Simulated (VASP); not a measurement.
# Ir (Fm-3m) in VASP: single point with PBEsol

Aim: the single point of Ir with PBEsol.

Everything below comes from runs of VASP 6.6.1. Logs are shortened: lines on timing, memory, paths and dates and some standing lists are left out, and cuts for length are marked.

## Step 1: The cell of the first run

Symmetry: Fm-3m, No. 225, cubic system. Conventional cell: a = 3.830 Å, b = 3.830 Å, c = 3.830 Å, α = 90.00°, β = 90.00°, γ = 90.00°. Ir (site symmetry m-3m) has 12 Ir at 2.71 Å within 3.6 Å.

## Step 2: Single point, PBEsol

The input, INCAR:

```
SYSTEM = Ir
ALGO = Normal
EDIFF = 1E-6
ENCUT = 500
GGA = PS
GGA_COMPAT = .False.
ISIF = 2
ISMEAR = 0
LASPH = .True.
LCHARG = .True.
LELF = .True.
LREAL = .False.
LVHAR = .True.
LWAVE = .False.
NBANDS = 10
NELM = 120
PREC = Accurate
SIGMA = 0.1
```

The input, KPOINTS:

```
k-points
0
Gamma
  18 18 18
  0 0 0
```

The input, POSCAR:

```
Ir
1.0
    0.0000000000      1.9150345144      1.9150345144
    1.9150345144      0.0000000000      1.9150345144
    1.9150345144      1.9150345144      0.0000000000
Ir
1
Direct
    0.0000000000      0.0000000000      0.0000000000
```

Potentials or basis: VASP PAW PBE potentials, release 64 (Ir).

Launch:

```sh
> cat potpaw_PBE.64/Ir/POTCAR > POTCAR
> mpirun -np 1 vasp_std > vasp.out
```

OUTCAR:

```text
SYSTEM = Ir
   EDIFF = 1E-6
   ENCUT = 500
   GGA = PS
   ISIF = 2
   ISMEAR = 0
   LASPH = .True.
   LREAL = .False.
   NELM = 120
   PREC = Accurate

 ion  position               nearest neighbor table
   1  0.000  0.000  0.000-

  LATTYP: Found a face centered cubic cell.
 ALAT       =     3.8300690288

  Lattice vectors:

 A1 = (   0.0000000000,   1.9150345144,   1.9150345144)
 A2 = (   1.9150345144,   0.0000000000,   1.9150345144)
 A3 = (   1.9150345144,   1.9150345144,   0.0000000000)

Analysis of symmetry for initial positions (statically):
=====================================================================
 Subroutine PRICEL returns:
 Original cell was already a primitive cell.

 Routine SETGRP: Setting up the symmetry group for a
 face centered cubic supercell.

 Subroutine GETGRP returns: Found 48 space group operations
 (whereof 48 operations were pure point group operations)
 out of a pool of 48 trial point group operations.

The static configuration has the point symmetry O_h .

Analysis of symmetry for dynamics (positions and initial velocities):
=====================================================================
 Subroutine PRICEL returns:
 Original cell was already a primitive cell.

 Routine SETGRP: Setting up the symmetry group for a
 face centered cubic supercell.

 Subroutine GETGRP returns: Found 48 space group operations
 (whereof 48 operations were pure point group operations)
 out of a pool of 48 trial point group operations.

The dynamic configuration has the point symmetry O_h .

 Subroutine INISYM returns: Found 48 space group operations
 (whereof 48 operations are pure point group operations),
 and found     1 'primitive' translations

----------------------------------------------------------------------------------------

                                     Primitive cell

  volume of cell :      14.0462

  direct lattice vectors                    reciprocal lattice vectors
     0.000000000  1.915034514  1.915034514    -0.261091900  0.261091900  0.261091900
     1.915034514  0.000000000  1.915034514     0.261091900 -0.261091900  0.261091900
     1.915034514  1.915034514  0.000000000     0.261091900  0.261091900 -0.261091900

  length of vectors
     2.708267783  2.708267783  2.708267783     0.452224436  0.452224436  0.452224436

  position of ions in fractional coordinates (direct lattice)
     0.000000000  0.000000000  0.000000000

  ion indices of the primitive-cell ions
   primitive index   ion index
                 1           1

----------------------------------------------------------------------------------------

 KPOINTS: k-points

Automatic generation of k-mesh.
 Grid dimensions read from file:
 generate k-points for:   18   18   18

 Generating k-lattice:

  Cartesian coordinates                     Fractional coordinates (reciprocal lattice)
    -0.014505106  0.014505106  0.014505106     0.055555556  0.000000000  0.000000000
     0.014505106 -0.014505106  0.014505106     0.000000000  0.055555556  0.000000000
     0.014505106  0.014505106 -0.014505106     0.000000000  0.000000000  0.055555556

  Length of vectors
     0.025123580  0.025123580  0.025123580

  Shift w.r.t. Gamma in fractional coordinates (k-lattice)
     0.000000000  0.000000000  0.000000000

 Subroutine IBZKPT returns following result:
 ===========================================

 Found    195 irreducible k-points:

 Following reciprocal coordinates:
            Coordinates               Weight
  0.000000  0.000000  0.000000      1.000000
  0.055556  0.000000  0.000000      8.000000
  0.111111  0.000000  0.000000      8.000000
  0.166667  0.000000  0.000000      8.000000
  0.222222  0.000000  0.000000      8.000000
  0.277778  0.000000  0.000000      8.000000
[... 16 lines left out ...]
 -0.277778  0.055556  0.000000     24.000000
 -0.222222  0.055556  0.000000     24.000000
 [... further k-points ...]
   k-points           NKPTS =    195   k-points in BZ     NKDIM =    195   number of bands    NBANDS=     10
   number of dos      NEDOS =    301   number of ions     NIONS =      1
   total plane-waves  NPLWV =   8000
   dimension x,y,z NGX =    20 NGY =   20 NGZ =   20
   dimension x,y,z NGXF=    40 NGYF=   40 NGZF=   40
   ions per type =               1
   NGX,Y,Z   is equivalent  to a cutoff of  12.28, 12.28, 12.28 a.u.
   NGXF,Y,Z  is equivalent  to a cutoff of  24.55, 24.55, 24.55 a.u.
 SYSTEM =  Ir
   PREC   = accura    normal or accurate (medium, high low for compatibility)
   ISTART =      0    job   : 0-new  1-cont  2-samecut
   ICHARG =      2    charge: 1-file 2-atom 10-const
   ISPIN  =      1    spin polarized calculation?
   LNONCOLLINEAR =      F non collinear calculations
   LSORBIT =      F    spin-orbit coupling
   LASPH  =      T    aspherical Exc in radial PAW
   ENCUT  =  500.0 eV  36.75 Ry    6.06 a.u.   4.94  4.94  4.94*2*pi/ulx,y,z
   NELM   =    120;   NELMIN=  2; NELMDL= -5     # of ELM steps
   EDIFF  = 0.1E-05   stopping-criterion for ELM
   LREAL  =      F    real-space projection
   EDIFFG = 0.1E-04   stopping-criterion for IOM
   NSW    =      0    number of steps for IOM
   IBRION =     -1    ionic relax: 0-MD 1-quasi-New 2-CG
   NFREE  =      0    steps in history (QN), initial steepest desc. (CG)
   ISIF   =      2    stress and relaxation
   ISYM   =      2    0-nonsym 1-usesym 2-fastsym
   POTIM  = 0.5000    time-step for ionic-motion
   TEBEG  =    0.0;   TEEND  =   0.0 temperature during run
   PSTRESS=    0.0 pullay stress
   NELECT =       9.0000    total number of electrons
   NUPDOWN=      -1.0000    fix difference up-down
   EMIN   =  10.00;   EMAX   =-10.00  energy-range for DOS
   EFERMI =   0.00;   METHOD = LEGACY
   ISMEAR =     0;   SIGMA  =   0.10  broadening in eV -4-tet -1-fermi 0-gaus
   EFERMI_NEDOS =   21; number of points for ismear=-14 and -15
   IALGO  =     38    algorithm
   IMIX   =      4    mixing-type and parameters
     AMIX     =   0.40;   BMIX     =  1.00
     AMIX_MAG =   1.60;   BMIX_MAG =  1.00
  volume/ion in A,a.u.               =      14.05        94.79
  Fermi-wavevector in a.u.,A,eV,Ry     =   1.411353  2.667071 27.101690  1.991918
  Thomas-Fermi vector in A             =   2.533213
   LORBIT       =      0    0 simple, 1 ext, 2 COOP (PROOUT), +10 PAW based schemes
   GGA     = PS    functional components
   LHFCALC =     F    Hartree Fock is set to
   AEXX    =    0.0000 exact exchange contribution
   IVDW    =     0    specifies the selected vdW correction
   LEPSILON=     F    determine dielectric tensor
   LRPA    =     F    only Hartree local field effects (RPA)
 non-spin polarized calculation
 Gauss-broadening in eV      SIGMA  =   0.10
  energy-cutoff  :      500.00
  volume of cell :       14.05
 maximum number of plane-waves:       368
   NGX =  9   NGY =  9   NGZ =  9

 number of electron       9.0000000 magnetization

 Free energy of the ion-electron system (eV)
  ---------------------------------------------------
  ext. energy  EPLUGINS =         0.00000000
  ---------------------------------------------------
  free energy    TOTEN  =        -9.82322308 eV

  energy without entropy =       -9.81819947  energy(sigma->0) =       -9.82071127

 E-fermi :  10.4087     XC(G=0): -14.1437

 val. band max:       10.4015690774   @ k =   0.5000   0.2222   0.1111
 cond. band min:      10.4183576872   @ k =   0.3333   0.1111   0.0556
 fundamental gap:      0.0167886099
 Fermi energy:        10.4087085415

 k-point     1 :       0.0000    0.0000    0.0000
  band No.  band energies     occupation
      1      -0.8975      2.00000
      2       6.4249      2.00000
      3       6.4249      2.00000
      4       6.4249      2.00000
      5       9.1719      2.00000
      6       9.1719      2.00000
      7      24.6753      0.00000
      8      30.2920      0.00000
      9      30.2920      0.00000
     10      30.2920      0.00000

 k-point     2 :       0.0556    0.0000    0.0000
  band No.  band energies     occupation
      1      -0.7588      2.00000
      2       6.3496      2.00000
      3       6.4858      2.00000
      4       6.4858      2.00000
      5       9.1318      2.00000
      6       9.1318      2.00000
      7      24.9172      0.00000
      8      29.5386      0.00000
      9      30.5213      0.00000
     10      30.5213      0.00000

 k-point     3 :       0.1111    0.0000    0.0000
  band No.  band energies     occupation
      1      -0.3568      2.00000
      2       6.1563      2.00000
      3       6.6453      2.00000
      4       6.6453      2.00000
      5       9.0443      2.00000
      6       9.0443      2.00000
      7      25.5815      0.00000
      8      28.0732      0.00000
      9      31.1879      0.00000
     10      31.1879      0.00000

 k-point     4 :       0.1667    0.0000    0.0000
  band No.  band energies     occupation
      1       0.2591      2.00000
      2       5.9371      2.00000
      3       6.8249      2.00000
      4       6.8249      2.00000
      5       9.0094      2.00000
      6       9.0094      2.00000
      7      26.2659      0.00000
      8      26.7238      0.00000
      9      32.2286      0.00000
     10      32.2286      0.00000
[... 222 lines left out ...]
 k-point    22 :      -0.3333    0.0556    0.0000
  band No.  band energies     occupation
      1       2.2011      2.00000
      2       6.5235      2.00000
      3       6.6667      2.00000
      4       6.9290      2.00000
      5       9.9938      2.00000
      6      10.9091      0.00000
      7      21.1200      0.00000
      8      25.7082      0.00000
      9      31.1560      0.00000
     10      33.2377      0.00000

 k-point    23 :      -0.2778    0.0556    0.0000
  band No.  band energies     occupation
      1       1.9131      2.00000
      2       6.0897      2.00000
      3       6.7407      2.00000
      4       6.8508      2.00000
      5       9.3607      2.00000
      6      10.2913      1.90321
      7      22.9157      0.00000
      8      26.7287      0.00000
      9      32.2146      0.00000
     10      34.2141      0.00000

 k-point    24 :      -0.2222    0.0556    0.0000
  band No.  band energies     occupation
      1       1.3357      2.00000
      2       5.7448      2.00000
      3       6.8899      2.00000
      4       6.9838      2.00000
      5       8.8706      2.00000
      6       9.7446      2.00000
      7      24.5326      0.00000
      8      27.3646      0.00000
      9      32.4852      0.00000
     10      33.7091      0.00000

 [... further k-points ...]
[... 5 lines left out ...]
  --------------------------------------------------------------------------------------
  -------------------------------------------------------------------------------------
  Total        0.0897016      0.0897016      0.0897016      0.0000000      0.0000000      0.0000000
  in kB       10.2317741     10.2317741     10.2317741      0.0000000      0.0000000      0.0000000
  external PRESSURE =      10.2317741 kB  Pullay stress =       0.0000000 kB

 VOLUME and BASIS-vectors are now :
 -----------------------------------------------------------------------------
  energy-cutoff  :      500.00
  volume of cell :       14.05
      direct lattice vectors                 reciprocal lattice vectors
     0.000000000  1.915034514  1.915034514    -0.261091900  0.261091900  0.261091900
     1.915034514  0.000000000  1.915034514     0.261091900 -0.261091900  0.261091900
     1.915034514  1.915034514  0.000000000     0.261091900  0.261091900 -0.261091900

 POSITION                                       TOTAL-FORCE (eV/Angst)
 -----------------------------------------------------------------------------------
      0.00000      0.00000      0.00000         0.000000      0.000000     -0.000000
 -----------------------------------------------------------------------------------
    total drift:                                0.000000      0.000000     -0.000000

  FREE ENERGIE OF THE ION-ELECTRON SYSTEM (eV)
  ---------------------------------------------------
  free  energy   TOTEN  =        -9.8232230790 eV

  energy  without entropy=       -9.8181994672  energy(sigma->0) =       -9.82071127
```

It used 14 s of CPU time on 1 thread of Intel Xeon 6975P-C (shared host).

Results:

| Quantity | Value |
| --- | --- |
| Free energy | -9.8232 eV |
| Pressure | 1.0 GPa |

Caveat: the PAW data sets were made with another functional, which shifts forces and pressure a little; spin-orbit coupling is left out, which moves the levels of the heavy elements.
